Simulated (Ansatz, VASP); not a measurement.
# PbS in VASP and in Ansatz

```xyz
4
Lattice="2.0800 -5.9913 0.0000 2.0800 5.9913 0.0000 0.0000 0.0000 4.2793" Properties=species:S:1:pos:R:3 pbc="T T T"
Pb    2.0800    4.4268    1.0698
Pb    2.0800   -4.4268    3.2095
S     2.0800    1.7399    1.0698
S     2.0800   -1.7399    3.2095
```

Alike in both runs: functional LDA; k mesh 5 × 5 × 5; occupations fermi-dirac, width 0.05 eV; non-collinear spin, spin-orbit coupling.

```csv
,VASP,Ansatz
version,VASP 6.6.1,Ansatz 0.2.0
potentials or method,"VASP PAW LDA potentials, release 64 (Pb_d, S)",Ansatz PAW
plane-wave cutoff (eV),520,420
valence electrons in the cell,40,40
task,single point,band structure
```

VASP gave:

| Property | Result |
| --- | --- |
| pressure (GPa) | -3.6 |
| traceless stress, the component that is largest in VASP (GPa) | -0.26 |
| rms of the force components (eV/Å) | 0.070 |
| net moment per atom (μB) | 0.00 |

Question: What did Ansatz give for the same quantities?

Answer: Pressure (GPa): -3.7; traceless stress, the component that is largest in VASP (GPa): -0.23; rms of the force components (eV/Å): 0.087; net moment per atom (μB): 0.00.

LDA's correlation is that of Perdew and Zunger in VASP and of Perdew and Wang (1992) in Ansatz. Atom by atom the forces differ by 0.017 eV/Å (rms over components).

Noted on Ansatz's run: the k mesh misses the band edges, so the gap on the mesh is wider than the one along the path.
